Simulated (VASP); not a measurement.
Input of a VASP 6.6.1 run:

INCAR

```
ALGO = Fast
EDIFF = 1E-6
ENCUT = 520
GGA = PS
ISIF = 2
ISMEAR = 0
LASPH = T
LCHARG = T
LELF = T
LREAL = F
LVHAR = T
LWAVE = F
NBANDS = 21
NELM = 60
PREC = Accurate
SIGMA = 0.15
```

Contents of KPOINTS:

```
k-points
0
Gamma
  18 18 10
```

The input POSCAR:

```
Ru
1.0
    2.7650000000      0.0000000000      0.0000000000
   -1.3825000000      2.3945602415      0.0000000000
    0.0000000000      0.0000000000      4.1503000000
Ru
2
Direct
    0.3333333333      0.6666666667      0.2500000000
    0.6666666667      0.3333333333      0.7500000000
```

Potentials or basis: VASP PAW PBE potentials, release 64 (Ru_pv).

Run with:

```console
$ cat potpaw_PBE.64/Ru_pv/POTCAR > POTCAR
$ mpirun -np 1 vasp_std > vasp.out
```

Problem. Estimate the band gap on the k mesh.

Solution. Zero (band 14 reaches 13.87 eV, above the bottom of band 15 at 10.72 eV).

Problem. Estimate the pressure.

Solution. -8.4 GPa.

Stress tensor (GPa, compression positive):
```
-15.46   0.00   0.00
  0.00 -15.46   0.00
  0.00   0.00   5.61
```

Caveat: the PAW data sets were made with another functional, which shifts forces and pressure a little.
